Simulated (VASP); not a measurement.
Crystal: GaAs4.

```
Ga As
1.0
     5.58620    0.00000    0.00000
    -2.79310    4.83779    0.00000
     0.00000    0.00000    5.30653
Ga As
1 4
Direct
  0.00000 0.00000 0.00000
  0.50000 0.00000 0.50000
  0.00000 0.50000 0.50000
  0.50000 0.50000 0.50000
  0.00000 0.00000 0.50000
```

The cell was generated, and may not be a known phase.

```yaml
Program: VASP 6.6.1
Task: relaxation of cell and atoms
Functional: PBE
Potentials_or_basis: VASP PAW PBE potentials, release 64 (Ga_d, As)
Cutoff: 600 eV
k_mesh: 12 × 12 × 8
Occupations: gaussian, width 0.1 eV
Spin: no spin polarisation
```

At the start: pressure 0.0 GPa; volume 28.68 Å³/atom.

Problem. How do energy, volume and symmetry change on relaxing?

Solution. Over 7 steps the energy falls by 4.1 meV/atom and the volume is 28.19 Å³/atom (-1.7 %); space group P6/mmm (No. 191, to 0.1 Å) before and after.

The path:
```csv
step,energy change (eV),largest force (eV/Å),pressure (GPa),volume (Å³)
1,0.0000,0.0000,0.04,143.41
2,-0.0118,0.0000,-0.37,143.54
3,-0.0148,0.0000,-0.64,143.62
4,-0.0199,0.0000,-0.10,140.99
5,-0.0200,0.0000,-0.14,141.21
6,-0.0204,0.0000,0.05,140.86
7,-0.0205,0.0000,0.00,140.94
```

Final structure:
```
CELL_PARAMETERS angstrom
5.61559 0.00000 0.00000
-2.80780 4.86325 0.00000
0.00000 0.00000 5.16077
ATOMIC_POSITIONS crystal
Ga 0.00000 0.00000 0.00000
As 0.50000 0.00000 0.50000
As 0.00000 0.50000 0.50000
As 0.50000 0.50000 0.50000
As 0.00000 0.00000 0.50000
```
